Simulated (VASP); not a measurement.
# Si2Mo: relaxation of cell and atoms with PBEsol

The system is Si2Mo.

```
CELL_PARAMETERS angstrom
-1.60842 1.60842 3.93651
1.60842 -1.60842 3.93651
1.60842 1.60842 -3.93651
ATOMIC_POSITIONS crystal
Si 0.33510 0.33510 0.00000
Si 0.66490 0.66490 0.00000
Mo 0.00000 0.00000 0.00000
```

* Program: VASP 6.6.1
* Task: relaxation of cell and atoms
* Functional: PBEsol
* Potentials or basis: VASP PAW PBE potentials, release 64 (Si, Mo_sv)
* Cutoff: 600 eV
* k mesh: 18 × 18 × 18
* Occupations: gaussian, width 0.1 eV
* Spin: no spin polarisation
* Dipole correction: no
* Further INCAR settings: ALGO = Normal; EDIFF = 1e-06; IBRION = 2; EDIFFG = -0.005; NSW = 70; ISIF = 3

* Relaxed volume: 13.29 Å³/atom
* Relaxed cell: a = 4.517 Å, b = 4.517 Å, c = 4.517 Å, α = 138.61°, β = 138.61°, γ = 59.96°
* Space group after relaxing (to 0.1 Å): I4/mmm (No. 139)
* Energy gained by relaxing: 4.2 meV/atom
* Ionic steps: 11
* Pressure after relaxing: 0.0 GPa
* Largest force after relaxing: 0.005 eV/Å
* Band gap on the k mesh: zero (bands 11 and 12 overlap by 0.94 eV)

Forces in eV/Å, atoms in the order of the input:
```
Si   0.000  0.000 -0.005
Si   0.000  0.000  0.005
Mo   0.000  0.000  0.000
```

The path:
```csv
step,energy change (eV),largest force (eV/Å),pressure (GPa),volume (Å³)
1,0.0000,0.0427,-4.57,40.74
2,0.0225,0.1396,8.42,38.50
3,-0.0126,0.0219,-0.04,39.88
4,-0.0126,0.0235,0.02,39.86
5,-0.0127,0.0024,0.05,39.85
6,-0.0127,0.0075,0.05,39.85
7,-0.0127,0.0081,0.05,39.85
8,-0.0127,0.0158,0.04,39.86
9,-0.0127,0.0084,0.05,39.85
10,-0.0127,0.0016,-0.08,39.87
11,-0.0127,0.0046,-0.03,39.86
```

Final structure:
```
Si Mo
1.0
    -1.59605    1.59605    3.91231
     1.59605   -1.59605    3.91231
     1.59605    1.59605   -3.91231
Si Mo
2 1
Direct
  0.33509 0.33509 0.00000
  0.66491 0.66491 0.00000
  0.00000 0.00000 0.00000
```

Levels at points of the mesh, in eV from the Fermi level:
```
           k point  band 8  band 9  band 10  band 11  band 12  band 13  band 14  band 15
(0.00, 0.00, 0.00)   -3.13   -2.64    -2.64     0.38     3.14     3.22     3.55     3.55
(0.50, 0.00, 0.00)   -4.51   -2.62    -2.60    -0.52     2.28     3.13     4.14     4.22
(0.50, 0.50, 0.00)   -5.17   -4.47    -3.10    -1.22     2.33     2.77     3.18     3.37
(0.50, 0.50, 0.50)   -2.23   -0.59    -0.59    -0.46    -0.46     0.52     4.77     5.24
```

It took 15 min on 1 thread of Intel(R) Xeon(R) Platinum 8559C (Emerald Rapids), with other jobs on the host, peak memory 0.5 GiB.

Caveat: the PAW data sets were made with another functional, which shifts forces and pressure a little.
